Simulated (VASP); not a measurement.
# Sc2B (Pn-3m) in VASP: single point with PBE

Aim: the single point of Sc2B with PBE.

All numbers are computed with VASP 6.6.1; they aren't measurements. Logs are shortened: lines on timing, memory, paths and dates and some standing lists are left out, and cuts for length are marked.

## Step 1: The cell of the first run

The structure is cubic, space group Pn-3m (No. 224). The conventional cell has a = 4.670 Å, b = 4.670 Å, c = 4.670 Å, α = 90.00°, β = 90.00°, γ = 90.00°. Sc (site symmetry -3m) has 2 B at 2.02 Å within 2.7 Å. Within 2.7 Å of B (site symmetry -43m) lie 4 Sc at 2.02 Å.

## Step 2: Single point, PBE

File INCAR:

```
PREC = Accurate
ENCUT = 520
EDIFF = 1E-7
ISMEAR = 0
SIGMA = 0.1
LREAL = F
LASPH = T
NELM = 100
ALGO = Normal
ISIF = 2
LWAVE = F
LCHARG = T
GGA = PE
LELF = T
LVHAR = T
NBANDS = 34
```

File KPOINTS:

```
Automatic mesh
0
Gamma
  4 4 4
```

File POSCAR:

```
Sc2B
1.0
    4.6703355039      0.0000000000      0.0000000000
    0.0000000000      4.6703355039      0.0000000000
    0.0000000000      0.0000000000      4.6703355039
Sc B
4 2
Direct
    0.2500000000      0.2500000000      0.2500000000
    0.2500000000      0.7500000000      0.7500000000
    0.7500000000      0.7500000000      0.2500000000
    0.7500000000      0.2500000000      0.7500000000
    0.0000000000      0.0000000000      0.0000000000
    0.5000000000      0.5000000000      0.5000000000
```

Potentials or basis: VASP PAW PBE potentials, release 64 (Sc_sv, B).

Launch:

```bash
$ cat potpaw_PBE.64/Sc_sv/POTCAR potpaw_PBE.64/B/POTCAR > POTCAR
$ mpirun -np 1 vasp_std > vasp.out
```

OUTCAR:

```text
PREC = Accurate
   ENCUT = 520
   EDIFF = 1E-7
   ISMEAR = 0
   LREAL = F
   LASPH = T
   NELM = 100
   ISIF = 2
   GGA = PE

 ion  position               nearest neighbor table
   1  0.250  0.250  0.250-   5 2.02   6 2.02   4 3.30   2 3.30   3 3.30   2 3.30   4 3.30   2 3.30
                             3 3.30   2 3.30   3 3.30   4 3.30   4 3.30   3 3.30
   2  0.250  0.750  0.750-   5 2.02   6 2.02   4 3.30   1 3.30   3 3.30   1 3.30   3 3.30   1 3.30
                             4 3.30   1 3.30   3 3.30   4 3.30   3 3.30   4 3.30
   3  0.750  0.750  0.250-   5 2.02   6 2.02   4 3.30   1 3.30   2 3.30   2 3.30   4 3.30   1 3.30
                             4 3.30   4 3.30   1 3.30   2 3.30   2 3.30   1 3.30
   4  0.750  0.250  0.750-   5 2.02   6 2.02   3 3.30   1 3.30   2 3.30   1 3.30   3 3.30   2 3.30
                             3 3.30   3 3.30   1 3.30   2 3.30   1 3.30   2 3.30
   5  0.000  0.000  0.000-   1 2.02   2 2.02   3 2.02   4 2.02
   6  0.500  0.500  0.500-   1 2.02   2 2.02   3 2.02   4 2.02

  LATTYP: Found a simple cubic cell.
 ALAT       =     4.6703355039

  Lattice vectors:

 A1 = (   4.6703355039,   0.0000000000,   0.0000000000)
 A2 = (   0.0000000000,   4.6703355039,   0.0000000000)
 A3 = (   0.0000000000,   0.0000000000,   4.6703355039)

Analysis of symmetry for initial positions (statically):
=====================================================================
 Subroutine PRICEL returns:
 Original cell was already a primitive cell.

 Routine SETGRP: Setting up the symmetry group for a
 simple cubic supercell.

 Subroutine GETGRP returns: Found 48 space group operations
 (whereof 24 operations were pure point group operations)
 out of a pool of 48 trial point group operations.

The static configuration has the point symmetry T_d .
 The point group associated with its full space group is O_h .

Analysis of symmetry for dynamics (positions and initial velocities):
=====================================================================
 Subroutine PRICEL returns:
 Original cell was already a primitive cell.

 Routine SETGRP: Setting up the symmetry group for a
 simple cubic supercell.

 Subroutine GETGRP returns: Found 48 space group operations
 (whereof 24 operations were pure point group operations)
 out of a pool of 48 trial point group operations.

The dynamic configuration has the point symmetry T_d .
 The point group associated with its full space group is O_h .

 Subroutine INISYM returns: Found 48 space group operations
 (whereof 24 operations are pure point group operations),
 and found     1 'primitive' translations

----------------------------------------------------------------------------------------

                                     Primitive cell

  volume of cell :     101.8695

  direct lattice vectors                    reciprocal lattice vectors
     4.670335504  0.000000000  0.000000000     0.214117380  0.000000000  0.000000000
     0.000000000  4.670335504  0.000000000     0.000000000  0.214117380  0.000000000
     0.000000000  0.000000000  4.670335504     0.000000000  0.000000000  0.214117380

  length of vectors
     4.670335504  4.670335504  4.670335504     0.214117380  0.214117380  0.214117380

  position of ions in fractional coordinates (direct lattice)
     0.250000000  0.250000000  0.250000000
     0.250000000  0.750000000  0.750000000
     0.750000000  0.750000000  0.250000000
     0.750000000  0.250000000  0.750000000
     0.000000000  0.000000000  0.000000000
     0.500000000  0.500000000  0.500000000

  ion indices of the primitive-cell ions
   primitive index   ion index
                 1           1
                 2           2
                 3           3
                 4           4
                 5           5
                 6           6

----------------------------------------------------------------------------------------

 KPOINTS: Automatic mesh

Automatic generation of k-mesh.
 Grid dimensions read from file:
 generate k-points for:    4    4    4

 Generating k-lattice:

  Cartesian coordinates                     Fractional coordinates (reciprocal lattice)
     0.053529345  0.000000000  0.000000000     0.250000000  0.000000000  0.000000000
     0.000000000  0.053529345  0.000000000     0.000000000  0.250000000  0.000000000
     0.000000000  0.000000000  0.053529345     0.000000000  0.000000000  0.250000000

  Length of vectors
     0.053529345  0.053529345  0.053529345

  Shift w.r.t. Gamma in fractional coordinates (k-lattice)
     0.000000000  0.000000000  0.000000000

 Subroutine IBZKPT returns following result:
 ===========================================

 Found     10 irreducible k-points:

 Following reciprocal coordinates:
            Coordinates               Weight
  0.000000  0.000000  0.000000      1.000000
  0.250000  0.000000  0.000000      6.000000
  0.500000  0.000000  0.000000      3.000000
  0.250000  0.250000  0.000000     12.000000
  0.500000  0.250000  0.000000     12.000000
  0.500000  0.500000  0.000000      3.000000
  0.250000  0.250000  0.250000      8.000000
  0.500000  0.250000  0.250000     12.000000
  0.500000  0.500000  0.250000      6.000000
  0.500000  0.500000  0.500000      1.000000
   k-points           NKPTS =     10   k-points in BZ     NKDIM =     10   number of bands    NBANDS=     34
   number of dos      NEDOS =    301   number of ions     NIONS =      6
   total plane-waves  NPLWV =  46656
   dimension x,y,z NGX =    36 NGY =   36 NGZ =   36
   dimension x,y,z NGXF=    72 NGYF=   72 NGZF=   72
   ions per type =               4   2
   NGX,Y,Z   is equivalent  to a cutoff of  12.81, 12.81, 12.81 a.u.
   NGXF,Y,Z  is equivalent  to a cutoff of  25.63, 25.63, 25.63 a.u.
 SYSTEM =  unknown system
   PREC   = accura    normal or accurate (medium, high low for compatibility)
   ISTART =      0    job   : 0-new  1-cont  2-samecut
   ICHARG =      2    charge: 1-file 2-atom 10-const
   ISPIN  =      1    spin polarized calculation?
   LNONCOLLINEAR =      F non collinear calculations
   LSORBIT =      F    spin-orbit coupling
   LASPH  =      T    aspherical Exc in radial PAW
   ENCUT  =  520.0 eV  38.22 Ry    6.18 a.u.   8.68  8.68  8.68*2*pi/ulx,y,z
   NELM   =    100;   NELMIN=  2; NELMDL= -5     # of ELM steps
   EDIFF  = 0.1E-06   stopping-criterion for ELM
   LREAL  =      F    real-space projection
   EDIFFG = 0.1E-05   stopping-criterion for IOM
   NSW    =      0    number of steps for IOM
   IBRION =     -1    ionic relax: 0-MD 1-quasi-New 2-CG
   NFREE  =      0    steps in history (QN), initial steepest desc. (CG)
   ISIF   =      2    stress and relaxation
   ISYM   =      2    0-nonsym 1-usesym 2-fastsym
   POTIM  = 0.5000    time-step for ionic-motion
   TEBEG  =    0.0;   TEEND  =   0.0 temperature during run
   PSTRESS=    0.0 pullay stress
   NELECT =      50.0000    total number of electrons
   NUPDOWN=      -1.0000    fix difference up-down
   EMIN   =  10.00;   EMAX   =-10.00  energy-range for DOS
   EFERMI =   0.00;   METHOD = LEGACY
   ISMEAR =     0;   SIGMA  =   0.10  broadening in eV -4-tet -1-fermi 0-gaus
   EFERMI_NEDOS =   21; number of points for ismear=-14 and -15
   IALGO  =     38    algorithm
   IMIX   =      4    mixing-type and parameters
     AMIX     =   0.40;   BMIX     =  1.00
     AMIX_MAG =   1.60;   BMIX_MAG =  1.00
  volume/ion in A,a.u.               =      16.98       114.57
  Fermi-wavevector in a.u.,A,eV,Ry     =   1.291368  2.440332 22.689508  1.667632
  Thomas-Fermi vector in A             =   2.423142
   LORBIT       =      0    0 simple, 1 ext, 2 COOP (PROOUT), +10 PAW based schemes
   GGA     = PE    functional components
   LHFCALC =     F    Hartree Fock is set to
   AEXX    =    0.0000 exact exchange contribution
   IVDW    =     0    specifies the selected vdW correction
   LEPSILON=     F    determine dielectric tensor
   LRPA    =     F    only Hartree local field effects (RPA)
 non-spin polarized calculation
 Gauss-broadening in eV      SIGMA  =   0.10
  energy-cutoff  :      520.00
  volume of cell :      101.87
 maximum number of plane-waves:      2800
 NGX is ok and might be reduce to    36
   NGX = 17   NGY = 17   NGZ = 17

 number of electron      49.9999975 magnetization

 Free energy of the ion-electron system (eV)
  ---------------------------------------------------
  ext. energy  EPLUGINS =         0.00000000
  ---------------------------------------------------
  free energy    TOTEN  =       -32.85778365 eV

  energy without entropy =      -32.83692465  energy(sigma->0) =      -32.84735415

 E-fermi :   4.0876     XC(G=0): -10.4120

 val. band max:        4.0027621871   @ k =   0.5000   0.2500   0.0000
 cond. band min:       4.1151004557   @ k =   0.2500   0.0000   0.0000
 fundamental gap:      0.1123382685
 Fermi energy:         4.0875896369

 k-point     1 :       0.0000    0.0000    0.0000
  band No.  band energies     occupation
      1     -44.3405      2.00000
      2     -44.2625      2.00000
      3     -44.2625      2.00000
      4     -44.2625      2.00000
      5     -23.2789      2.00000
      6     -23.2503      2.00000
[... 26 lines left out ...]
     33       7.5948      0.00000
     34       7.5950      0.00000

 k-point     2 :       0.2500    0.0000    0.0000
  band No.  band energies     occupation
      1     -44.3291      2.00000
      2     -44.2740      2.00000
      3     -44.2625      2.00000
      4     -44.2625      2.00000
      5     -23.2323      2.00000
      6     -23.2181      2.00000
[... 26 lines left out ...]
     33       7.6946      0.00000
     34       7.7367      0.00000

 k-point     3 :       0.5000    0.0000    0.0000
  band No.  band energies     occupation
      1     -44.3016      2.00000
      2     -44.3016      2.00000
      3     -44.2624      2.00000
      4     -44.2624      2.00000
      5     -23.1416      2.00000
      6     -23.1416      2.00000
[... 26 lines left out ...]
     33       7.1662      0.00000
     34       7.1663      0.00000

 k-point     4 :       0.2500    0.2500    0.0000
  band No.  band energies     occupation
      1     -44.3194      2.00000
      2     -44.2729      2.00000
      3     -44.2715      2.00000
      4     -44.2641      2.00000
      5     -23.2003      2.00000
      6     -23.1958      2.00000
[... 26 lines left out ...]
     33       7.2706      0.00000
     34       7.6295      0.00000

 k-point     5 :       0.5000    0.2500    0.0000
  band No.  band energies     occupation
      1     -44.2958      2.00000
      2     -44.2958      2.00000
      3     -44.2681      2.00000
      4     -44.2681      2.00000
      5     -23.1684      2.00000
      6     -23.1684      2.00000
[... 26 lines left out ...]
     33       7.0771      0.00000
     34       7.0771      0.00000

 k-point     6 :       0.5000    0.5000    0.0000
  band No.  band energies     occupation
      1     -44.2833      2.00000
      2     -44.2833      2.00000
      3     -44.2804      2.00000
      4     -44.2804      2.00000
      5     -23.1700      2.00000
      6     -23.1700      2.00000
[... 26 lines left out ...]
     33       6.8457      0.00000
     34       6.8457      0.00000

 k-point     7 :       0.2500    0.2500    0.2500
  band No.  band energies     occupation
      1     -44.3113      2.00000
      2     -44.2735      2.00000
      3     -44.2714      2.00000
      4     -44.2714      2.00000
      5     -23.2208      2.00000
      6     -23.2119      2.00000
[... 26 lines left out ...]
     33       7.1973      0.00000
     34       7.2887      0.00000

 k-point     8 :       0.5000    0.2500    0.2500
  band No.  band energies     occupation
      1     -44.2926      2.00000
      2     -44.2909      2.00000
      3     -44.2726      2.00000
      4     -44.2713      2.00000
      5     -23.2339      2.00000
      6     -23.2269      2.00000
[... 26 lines left out ...]
     33       6.7993      0.00000
     34       7.0113      0.00000

 k-point     9 :       0.5000    0.5000    0.2500
  band No.  band energies     occupation
      1     -44.2853      2.00000
      2     -44.2812      2.00000
      3     -44.2803      2.00000
      4     -44.2803      2.00000
      5     -23.2498      2.00000
      6     -23.2421      2.00000
[... 26 lines left out ...]
     33       7.1449      0.00000
     34       7.1449      0.00000

 k-point    10 :       0.5000    0.5000    0.5000
  band No.  band energies     occupation
      1     -44.2860      2.00000
      2     -44.2803      2.00000
      3     -44.2803      2.00000
      4     -44.2803      2.00000
      5     -23.3054      2.00000
      6     -23.2845      2.00000
[... 26 lines left out ...]
     33       8.0294      0.00000
     34       8.0296      0.00000

------------------------ aborting loop because EDIFF is reached ----------------------------------------

  FORCE on cell =-STRESS in cart. coord.  units (eV):
  Direction    XX          YY          ZZ          XY          YZ          ZX
  --------------------------------------------------------------------------------------
  -------------------------------------------------------------------------------------
  Total       17.8135110     17.8135110     17.8135110      0.0000000     -0.0000000      0.0000000
  in kB      280.1662834    280.1662834    280.1662834      0.0000000     -0.0000000      0.0000000
  external PRESSURE =     280.1662834 kB  Pullay stress =       0.0000000 kB

 VOLUME and BASIS-vectors are now :
 -----------------------------------------------------------------------------
  energy-cutoff  :      520.00
  volume of cell :      101.87
      direct lattice vectors                 reciprocal lattice vectors
     4.670335504  0.000000000  0.000000000     0.214117380  0.000000000  0.000000000
     0.000000000  4.670335504  0.000000000     0.000000000  0.214117380  0.000000000
     0.000000000  0.000000000  4.670335504     0.000000000  0.000000000  0.214117380

 POSITION                                       TOTAL-FORCE (eV/Angst)
 -----------------------------------------------------------------------------------
      1.16758      1.16758      1.16758         0.000000     -0.000000     -0.000000
      1.16758      3.50275      3.50275        -0.000000     -0.000000      0.000000
      3.50275      3.50275      1.16758         0.000000     -0.000000      0.000000
      3.50275      1.16758      3.50275         0.000000      0.000000     -0.000000
      0.00000      0.00000      0.00000        -0.000000      0.000000     -0.000000
      2.33517      2.33517      2.33517        -0.000000      0.000000     -0.000000
 -----------------------------------------------------------------------------------
    total drift:                                0.000000      0.000000      0.000000

  FREE ENERGIE OF THE ION-ELECTRON SYSTEM (eV)
  ---------------------------------------------------
  free  energy   TOTEN  =       -32.8577836514 eV

  energy  without entropy=      -32.8369246454  energy(sigma->0) =      -32.84735415
```

Run time: 16 s. Hardware: 1 thread of Intel Xeon 6975P-C (Granite Rapids), shared host; peak memory 0.2 GiB.

What came out:

```
Free energy            : -32.8578 eV
Pressure               : 28.0 GPa
Band gap on the k mesh : zero (bands 25 and 26 overlap by 1.04 eV)
```

Caveat: the cell stands under pressure.
